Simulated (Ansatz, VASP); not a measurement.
One calculation of TePb, two programs

```
Te Pb
1.0
     4.45856    0.00000    0.00000
    -2.22928    3.86123    0.00000
     0.00000    0.00000    4.18618
Te Pb
1 1
Direct
  0.00000 0.00000 0.00000
  0.66667 0.33333 0.50000
```

Alike in both runs: functional PBE; k mesh 12 × 12 × 14; occupations gaussian, width 0.1 eV; no spin polarisation.

Ansatz relaxed the structure, and its values are those at the end. VASP's run is a single point on that final structure, the one shown.

|  | VASP | Ansatz |
| --- | --- | --- |
| version | VASP 6.6.1 | Ansatz 0.2.0 |
| potentials or method | VASP PAW PBE potentials, release 64 (Te, Pb_d), cutoff 520 eV | scalar-relativistic, plane waves, PAW |
| valence electrons in the cell | 20 | 30 |

|  | VASP | Ansatz | Ansatz less VASP |
| --- | --- | --- | --- |
| gap on the k mesh at the Fermi level (eV) | none | none | - |
| pressure (GPa) | 0.0 | 0.0 | +0.05 |

A gap of «none» marks a metal or a gap that the smearing closes. The functional is the same, so the differences come from potentials, cutoffs and numerics. VASP's potentials hold 20 valence electrons a cell and Ansatz's 30, so a difference there can come from the potentials and not from the codes.

Spin-orbit coupling is off throughout.
